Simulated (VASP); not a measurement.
# Sn3PbO4: single point with r2SCAN

The system is Sn3PbO4.

```xyz
8
Lattice="3.8420 0.0000 0.0000 0.0000 7.6472 0.0000 0.0000 0.0000 4.8584" Properties=species:S:1:pos:R:3 pbc="T T T"
Pb    1.9210    0.0000    3.5817
Sn    0.0000    1.9190    1.1210
Sn    1.9210    3.8236    3.7407
Sn    0.0000    5.7281    1.1210
O     1.9210    1.9837    0.0447
O     0.0000    0.0000    0.0491
O     1.9210    5.6635    0.0447
O     0.0000    3.8236    0.0140
```

```yaml
Program: VASP 6.6.1
Task: single point
Functional: r2SCAN
Potentials_or_basis: VASP PAW PBE potentials, release 64 (Pb_d, Sn_d, O)
Cutoff: 520 eV
k_mesh: 6 × 4 × 6
Occupations: gaussian, width 0.01 eV
Spin: no spin polarisation
```

```yaml
Pressure: 1.7 GPa
Largest_force: 0.127 eV/Å
Band_gap_on_the_k_mesh: 0.42 eV (least direct gap 2.19 eV)
```

Forces in eV/Å, atoms in the order of the input:
```
Pb   0.000  0.000 -0.107
Sn   0.000 -0.005  0.117
Sn   0.000  0.000 -0.127
Sn   0.000  0.005  0.117
O    0.000  0.000  0.001
O    0.000  0.000 -0.003
O    0.000  0.000  0.001
O    0.000  0.000  0.001
```

Stress tensor (GPa, compression positive):
```
1.80 0.00 0.00
0.00 1.77 0.00
0.00 0.00 1.68
```

Levels at points of the mesh, in eV from the valence-band top:
```csv
k point,band 37,band 38,band 39,band 40,band 41,band 42,band 43,band 44
"(0.00, 0.00, 0.00)",-3.19,-2.98,-2.60,0.00,2.48,3.52,3.55,5.02
"(0.50, 0.00, 0.00)",-2.64,-2.45,-2.18,-1.77,0.42,0.44,3.27,3.62
"(0.00, 0.50, 0.00)",-3.64,-3.56,-0.92,-0.20,3.09,3.17,3.71,4.19
"(0.50, 0.50, 0.00)",-2.89,-2.38,-2.28,-2.28,1.93,2.12,2.27,2.40
"(0.00, 0.00, 0.50)",-3.21,-2.30,-1.88,-1.60,1.91,2.83,3.11,3.32
"(0.50, 0.00, 0.50)",-2.47,-2.46,-1.80,-1.59,2.62,2.65,2.88,2.97
"(0.00, 0.50, 0.50)",-2.60,-1.93,-1.73,-1.45,1.59,1.76,3.00,3.69
"(0.50, 0.50, 0.50)",-3.16,-1.97,-1.92,-1.89,2.87,3.04,3.14,3.39
```

It took 40 min on 1 thread of Intel Xeon 8259CL (shared host), peak memory 0.46 GiB.

Caveat: the PAW data sets were made with another functional, which shifts forces and pressure a little; spin-orbit coupling is left out, which moves the levels of the heavy elements. A k mesh can miss the band edges.
